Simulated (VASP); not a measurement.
# TiN (Fm-3m) in VASP: further runs

Runs on TiN. Level: LDA. Tasks: single point.

All numbers are computed with VASP 6.6.1; they aren't measurements. Logs are shortened: lines on timing, memory, paths and dates and some standing lists are left out, and cuts for length are marked.

### 1 The cell of the first run

Symmetry: Fm-3m, No. 225, cubic system. Conventional cell: a = 4.173 Å, b = 4.173 Å, c = 4.173 Å, α = 90.00°, β = 90.00°, γ = 90.00°. Ti (site symmetry m-3m) has 6 N at 2.09 Å within 2.8 Å. Within 2.8 Å of N (site symmetry m-3m) lie 6 Ti at 2.09 Å.

### 2 Single point, LDA

Input file INCAR:

```
ALGO = Normal
EDIFF = 1E-6
ENCUT = 1330
GGA = CA
GGA_COMPAT = F
ISIF = 2
ISMEAR = -1
LASPH = T
LCHARG = F
LREAL = F
LWAVE = F
NBANDS = 16
NELM = 120
PREC = Accurate
SIGMA = 0.15
```

Input file KPOINTS:

```
k-points
0
Gamma
  16 16 16
```

Input file POSCAR:

```
TiN
1.0
    0.0000000000      2.0865879587      2.0865879587
    2.0865879587      0.0000000000      2.0865879587
    2.0865879587      2.0865879587      0.0000000000
Ti N
1 1
Direct
    0.0000000000      0.0000000000      0.0000000000
    0.5000000000      0.5000000000      0.5000000000
```

Potentials or basis: VASP PAW LDA potentials, release 64 (Ti_sv, N_h).

Command:

```
$ cat potpaw_LDA.64/Ti_sv/POTCAR potpaw_LDA.64/N_h/POTCAR > POTCAR
$ mpirun -np 1 vasp_std > vasp.out
```

OUTCAR:

```text
EDIFF = 1E-6
   ENCUT = 1330
   GGA = CA
   ISIF = 2
   ISMEAR = -1
   LASPH = T
   LREAL = F
   NELM = 120
   PREC = Accurate

 ion  position               nearest neighbor table
   1  0.000  0.000  0.000-   2 2.09   2 2.09   2 2.09   2 2.09   2 2.09   2 2.09
   2  0.500  0.500  0.500-   1 2.09   1 2.09   1 2.09   1 2.09   1 2.09   1 2.09

  LATTYP: Found a face centered cubic cell.
 ALAT       =     4.1731759174

  Lattice vectors:

 A1 = (   0.0000000000,   2.0865879587,   2.0865879587)
 A2 = (   2.0865879587,   0.0000000000,   2.0865879587)
 A3 = (   2.0865879587,   2.0865879587,   0.0000000000)

Analysis of symmetry for initial positions (statically):
=====================================================================
 Subroutine PRICEL returns:
 Original cell was already a primitive cell.

 Routine SETGRP: Setting up the symmetry group for a
 face centered cubic supercell.

 Subroutine GETGRP returns: Found 48 space group operations
 (whereof 48 operations were pure point group operations)
 out of a pool of 48 trial point group operations.

The static configuration has the point symmetry O_h .

Analysis of symmetry for dynamics (positions and initial velocities):
=====================================================================
 Subroutine PRICEL returns:
 Original cell was already a primitive cell.

 Routine SETGRP: Setting up the symmetry group for a
 face centered cubic supercell.

 Subroutine GETGRP returns: Found 48 space group operations
 (whereof 48 operations were pure point group operations)
 out of a pool of 48 trial point group operations.

The dynamic configuration has the point symmetry O_h .

 Subroutine INISYM returns: Found 48 space group operations
 (whereof 48 operations are pure point group operations),
 and found     1 'primitive' translations

----------------------------------------------------------------------------------------

                                     Primitive cell

  volume of cell :      18.1694

  direct lattice vectors                    reciprocal lattice vectors
     0.000000000  2.086587959  2.086587959    -0.239625652  0.239625652  0.239625652
     2.086587959  0.000000000  2.086587959     0.239625652 -0.239625652  0.239625652
     2.086587959  2.086587959  0.000000000     0.239625652  0.239625652 -0.239625652

[... 79 lines left out ...]
   LSORBIT =      F    spin-orbit coupling
   LASPH  =      T    aspherical Exc in radial PAW
   ENCUT  = 1330.0 eV  97.75 Ry    9.89 a.u.   8.77  8.77  8.77*2*pi/ulx,y,z
   NELM   =    120;   NELMIN=  2; NELMDL= -5     # of ELM steps
   EDIFF  = 0.1E-05   stopping-criterion for ELM
   LREAL  =      F    real-space projection
   EDIFFG = 0.1E-04   stopping-criterion for IOM
   NSW    =      0    number of steps for IOM
   IBRION =     -1    ionic relax: 0-MD 1-quasi-New 2-CG
   NFREE  =      0    steps in history (QN), initial steepest desc. (CG)
   ISIF   =      2    stress and relaxation
   ISYM   =      2    0-nonsym 1-usesym 2-fastsym
   POTIM  = 0.5000    time-step for ionic-motion
   TEBEG  =    0.0;   TEEND  =   0.0 temperature during run
   PSTRESS=    0.0 pullay stress
   NELECT =      17.0000    total number of electrons
   NUPDOWN=      -1.0000    fix difference up-down
   EMIN   =  10.00;   EMAX   =-10.00  energy-range for DOS
   EFERMI =   0.00;   METHOD = LEGACY
   ISMEAR =    -1;   SIGMA  =   0.15  broadening in eV -4-tet -1-fermi 0-gaus
   EFERMI_NEDOS =   21; number of points for ismear=-14 and -15
   IALGO  =     38    algorithm
   IMIX   =      4    mixing-type and parameters
     AMIX     =   0.40;   BMIX     =  1.00
     AMIX_MAG =   1.60;   BMIX_MAG =  1.00
  volume/ion in A,a.u.               =       9.08        61.31
  Fermi-wavevector in a.u.,A,eV,Ry     =   1.601196  3.025821 34.882998  2.563828
  Thomas-Fermi vector in A             =   2.698212
   LORBIT       =      0    0 simple, 1 ext, 2 COOP (PROOUT), +10 PAW based schemes
   GGA     = CA    functional components
   LHFCALC =     F    Hartree Fock is set to
   AEXX    =    0.0000 exact exchange contribution
   IVDW    =     0    specifies the selected vdW correction
   LEPSILON=     F    determine dielectric tensor
   LRPA    =     F    only Hartree local field effects (RPA)
 non-spin polarized calculation
  energy-cutoff  :     1330.00
  volume of cell :       18.17
 maximum number of plane-waves:      2018
   NGX = 17   NGY = 17   NGZ = 17

 number of electron      17.0000000 magnetization

 Free energy of the ion-electron system (eV)
  ---------------------------------------------------
  ext. energy  EPLUGINS =         0.00000000
  ---------------------------------------------------
  free energy    TOTEN  =       -21.70553978 eV

  energy without entropy =      -21.64757206  energy(sigma->0) =      -21.67655592

 E-fermi :  12.2201     XC(G=0): -13.6592

 val. band max:       12.2198351370   @ k =   0.1250   0.0000   0.0000
 cond. band min:      12.2235321450   @ k =  -0.3750   0.4375   0.1875
 fundamental gap:      0.0036970080
 Fermi energy:        12.2200574045

 k-point     1 :       0.0000    0.0000    0.0000
  band No.  band energies     occupation
      1     -44.8293      2.00000
      2     -21.1457      2.00000
      3     -21.1457      2.00000
      4     -21.1457      2.00000
      5      -4.8850      2.00000
      6      10.1821      2.00000
[... 433 lines left out ...]
      3     -21.1652      2.00000
      4     -21.1466      2.00000
      5      -4.6637      2.00000
      6       9.0588      2.00000
[... 8 lines left out ...]
     15      25.7688      0.00000
     16      31.9529      0.00000

 [... further k-points ...]

------------------------ aborting loop because EDIFF is reached ----------------------------------------

  FORCE on cell =-STRESS in cart. coord.  units (eV):
  Direction    XX          YY          ZZ          XY          YZ          ZX
  --------------------------------------------------------------------------------------
  -------------------------------------------------------------------------------------
  Total        0.1115723      0.1115723      0.1115723     -0.0000000     -0.0000000      0.0000000
  in kB        9.8384511      9.8384511      9.8384511     -0.0000000     -0.0000000      0.0000000
  external PRESSURE =       9.8384511 kB  Pullay stress =       0.0000000 kB

 VOLUME and BASIS-vectors are now :
 -----------------------------------------------------------------------------
  energy-cutoff  :     1330.00
  volume of cell :       18.17
      direct lattice vectors                 reciprocal lattice vectors
     0.000000000  2.086587959  2.086587959    -0.239625652  0.239625652  0.239625652
     2.086587959  0.000000000  2.086587959     0.239625652 -0.239625652  0.239625652
     2.086587959  2.086587959  0.000000000     0.239625652  0.239625652 -0.239625652

 POSITION                                       TOTAL-FORCE (eV/Angst)
 -----------------------------------------------------------------------------------
      0.00000      0.00000      0.00000         0.000000     -0.000000     -0.000000
      2.08659      2.08659      2.08659         0.000000      0.000000      0.000000
 -----------------------------------------------------------------------------------
    total drift:                                0.000000      0.000000      0.000000

  FREE ENERGIE OF THE ION-ELECTRON SYSTEM (eV)
  ---------------------------------------------------
  free  energy   TOTEN  =       -21.7055397815 eV

  energy  without entropy=      -21.6475720559  energy(sigma->0) =      -21.67655592
```

OSZICAR:

```text
N       E                     dE             d eps       ncg     rms          rms(c)
DAV:   1     0.198366544036E+03    0.19837E+03   -0.15071E+04  4640   0.249E+03
DAV:   2    -0.102748284115E+02   -0.20864E+03   -0.19369E+03  5328   0.496E+02
DAV:   3    -0.261032998538E+02   -0.15828E+02   -0.15389E+02  5896   0.119E+02
DAV:   4    -0.267046780942E+02   -0.60138E+00   -0.60050E+00  5680   0.217E+01
DAV:   5    -0.267173597696E+02   -0.12682E-01   -0.12681E-01  5616   0.289E+00    0.190E+01
DAV:   6    -0.221031498655E+02    0.46142E+01   -0.12503E+01  6336   0.539E+01    0.694E+00
DAV:   7    -0.217507448336E+02    0.35241E+00   -0.16277E+00  5864   0.159E+01    0.517E+00
DAV:   8    -0.218761082955E+02   -0.12536E+00   -0.85433E-01  6304   0.132E+01    0.515E+00
DAV:   9    -0.217124931695E+02    0.16362E+00   -0.22790E-01  5424   0.756E+00    0.124E+00
DAV:  10    -0.217083733455E+02    0.41198E-02   -0.30368E-02  5480   0.204E+00    0.359E-01
DAV:  11    -0.217055806165E+02    0.27927E-02   -0.45946E-03  6960   0.686E-01    0.129E-01
DAV:  12    -0.217055774049E+02    0.32115E-05   -0.39139E-04  4928   0.180E-01    0.970E-02
DAV:  13    -0.217055576208E+02    0.19784E-04   -0.24674E-04  4976   0.246E-01    0.517E-02
DAV:  14    -0.217055397728E+02    0.17848E-04   -0.35660E-05  5360   0.963E-02    0.816E-03
DAV:  15    -0.217055397815E+02   -0.87853E-08   -0.98020E-07  4992   0.119E-02
   1 F= -.21705540E+02 E0= -.21676556E+02  d E =-.579677E-01
```

It took 82 s on 1 thread of Intel Xeon 6975P-C (Granite Rapids), shared host; peak memory 0.3 GiB.

What came out:

```
Free energy            : -21.7055 eV
Pressure               : 1.0 GPa
Band gap on the k mesh : zero (an odd number of electrons rules out a gap without spin polarisation)
```

Caveat: an odd number of electrons without spin polarisation forces a metal; a magnetic or distorted state may lie lower.

[end of part 1 of 2]

The gap in the log of VASP goes by the Fermi energy; the results here count the filled bands.